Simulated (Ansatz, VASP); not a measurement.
# One calculation of PbS, two programs

```
Pb S
1.0
     3.65366    0.00000    0.00000
     0.00000    3.65366    0.00000
     0.00000    0.00000    4.01902
Pb S
1 1
Direct
  0.00000 0.00000 0.00000
  0.50000 0.50000 0.50000
```

Change from the starting cell: strain +0.1000 x Voigt [0, 0, 1, 0, 0, 0], atoms carried along.

Alike in both runs: task single point; functional PBEsol; k mesh 14 × 14 × 14; occupations gaussian, width 0.15 eV; no spin polarisation.

|  | VASP | Ansatz |
| --- | --- | --- |
| version | VASP 6.6.1 | Ansatz 0.2.0 |
| potentials or method | VASP PAW PBE potentials, release 64 (Pb_d, S), cutoff 520 eV | scalar-relativistic, plane waves, PAW |
| valence electrons in the cell | 20 | 20 |

```tsv
	VASP	Ansatz	Ansatz less VASP
gap on the k mesh at the Fermi level (eV)	none	none	-
pressure (GPa)	-7.1	-7.1	+0.05
traceless stress, the component that is largest in VASP (GPa)	-4.59	-4.59	-0.003
```

VASP's potentials were made for PBE, not for PBEsol. A gap of «none» marks a metal or a gap that the smearing closes. The functional is the same, so the differences come from potentials, cutoffs and numerics.

Neither program's run includes spin-orbit coupling.
